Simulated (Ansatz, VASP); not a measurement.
# Two plane-wave programs on CdSe

Contents of INCAR:

```
  PREC = Accurate
  ENCUT = 600
  EDIFF = 1E-6
  ISMEAR = -1
  SIGMA = 0.05
  LREAL = False
  LASPH = True
  NELM = 60
  ALGO = Normal
  ISIF = 3
  LWAVE = False
  LCHARG = False
  GGA = PS
  IBRION = 2
  NSW = 60
  EDIFFG = -0.01
```

The input KPOINTS:

```
Automatic mesh
0
Gamma
  7 7 4
```

The input POSCAR:

```
CdSe
1.0
    4.3000000000      0.0000000000      0.0000000000
   -2.1500000000      3.7239092363      0.0000000000
    0.0000000000      0.0000000000      7.0200000000
Cd Se
2 2
Direct
    0.6666666667      0.3333333333      0.5000000000
    0.3333333333      0.6666666667      0.0000000000
    0.6666666667      0.3333333333      0.8850000000
    0.3333333333      0.6666666667      0.3850000000
```

The input input.yaml:

```yaml
crystal:
  lattice:
    - [4.3, 0.0, 0.0]
    - [-2.15, 3.7239092363, 0.0]
    - [0.0, 0.0, 7.02]
  atoms:
    - { symbol: Cd, position: [0.6666666667, 0.3333333333, 0.5] }
    - { symbol: Cd, position: [0.3333333333, 0.6666666667, 0.0] }
    - { symbol: Se, position: [0.6666666667, 0.3333333333, 0.885] }
    - { symbol: Se, position: [0.3333333333, 0.6666666667, 0.385] }
hamiltonian:
  xc: pbesol
  pseudopotentials: { kind: paw }
kpoints:
  mp_grid: { grid: [7, 7, 4] }
scf:
  occupations: { method: fermi_dirac, width: 0.05 }
output:
  forces: true
  stress: true
  eigenvalues: true
relax:
  f_tol: 0.01
  max_steps: 40
  cell: { stress_tol: 0.05 }
```

Alike in both runs: task relaxation of cell and atoms; functional PBEsol; k mesh 7 × 7 × 4; occupations fermi-dirac, width 0.05 eV; no spin polarisation.

```csv
,VASP,Ansatz
version,VASP 6.6.1,Ansatz 0.2.0
potentials or method,"VASP PAW PBE potentials, release 64 (Cd, Se)",Ansatz PAW
plane-wave cutoff (eV),600,420
valence electrons in the cell,36,72
```

Ansatz gave:

| Property | Result |
| --- | --- |
| gap on the k mesh at the Fermi level, each at its own relaxed structure (eV) | 0.54 |
| relaxed volume (Å³/atom) | 28.12 |
| relaxed cell length with the largest relative difference (Å) | 4.301 |

Problem. Which values does VASP return?

Solution. gap on the k mesh at the Fermi level, each at its own relaxed structure (eV): 0.53; relaxed volume (Å³/atom): 28.29; relaxed cell length with the largest relative difference (Å): 4.310.

VASP's potentials were made for PBE, not for PBEsol. VASP's potentials hold 36 valence electrons a cell and Ansatz's 72, so a difference there can come from the potentials and not from the codes.

Noted on Ansatz's run: odd divisions of the mesh miss points on the zone boundary, where band edges often lie, so the gap on the mesh can be too wide; the plane-wave basis is chosen anew once the cell has moved, so the energies of steps on either side of that aren't comparable.
